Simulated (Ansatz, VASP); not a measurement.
**One calculation of TiAl, two programs**

```
CELL_PARAMETERS angstrom
2.92474 0.00000 0.00000
0.00000 2.92474 0.00000
0.00000 0.00000 3.17906
ATOMIC_POSITIONS crystal
Ti 0.00000 0.00000 0.00000
Al 0.50000 0.50000 0.50000
```

Change from the starting cell: strain -0.080 along x and y, +0.000 along z, atoms carried along.

Alike in both runs: task single point; functional PBE; k mesh 16 × 16 × 16; occupations gaussian, width 0.15 eV; no spin polarisation.

```csv
,VASP,Ansatz
version,VASP 6.6.1,Ansatz 0.2.0
potentials or method,"VASP PAW PBE potentials, release 64 (Ti_sv, Al), cutoff 520 eV","scalar-relativistic, plane waves, PAW"
valence electrons in the cell,15,15
```

```csv
,VASP,Ansatz,Ansatz less VASP
gap on the k mesh at the Fermi level (eV),none,none,-
pressure (GPa),27.3,27.4,+0.15
"traceless stress, the component that is largest in VASP (GPa)",4.55,4.53,-0.014
```

A gap of «none» marks a metal or a gap that the smearing closes. The functional is the same, so the differences come from potentials, cutoffs and numerics.
